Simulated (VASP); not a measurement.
Here is a VASP 6.6.1 calculation.

Contents of INCAR:

```
PREC = Accurate ; ENCUT = 520
EDIFF = 1E-8 ; ISMEAR = -1
SIGMA = 0.02 ; LREAL = False
LASPH = True ; NELM = 60
ALGO = Normal ; ISIF = 2
LWAVE = False ; LCHARG = False
GGA = PS ; LEFG = True
NBANDS = 17
```

File KPOINTS:

```
Automatic mesh
0
Gamma
  7 7 7
```

File POSCAR:

```
PbSe
1.0
    0.0000000000      3.0824297301      3.0824297301
    3.0824297301      0.0000000000      3.0824297301
    3.0824297301      3.0824297301      0.0000000000
Pb Se
1 1
Direct
    0.0000000000      0.0000000000      0.0000000000
    0.5000000000      0.5000000000      0.5000000000
```

Potentials or basis: VASP PAW PBE potentials, release 64 (Pb_d, Se).

Run with:

```bash
$ cat potpaw_PBE.64/Pb_d/POTCAR potpaw_PBE.64/Se/POTCAR > POTCAR
$ mpirun -np 1 vasp_std > vasp.out
```

Problem. Predict the pressure.

Solution. -1.6 GPa.

Caveat: without QUAD_EFG the Cq values of the log hold for a quadrupole moment of 1 mb, not for the nuclei; the PAW data sets were made with another functional, which shifts forces and pressure a little.
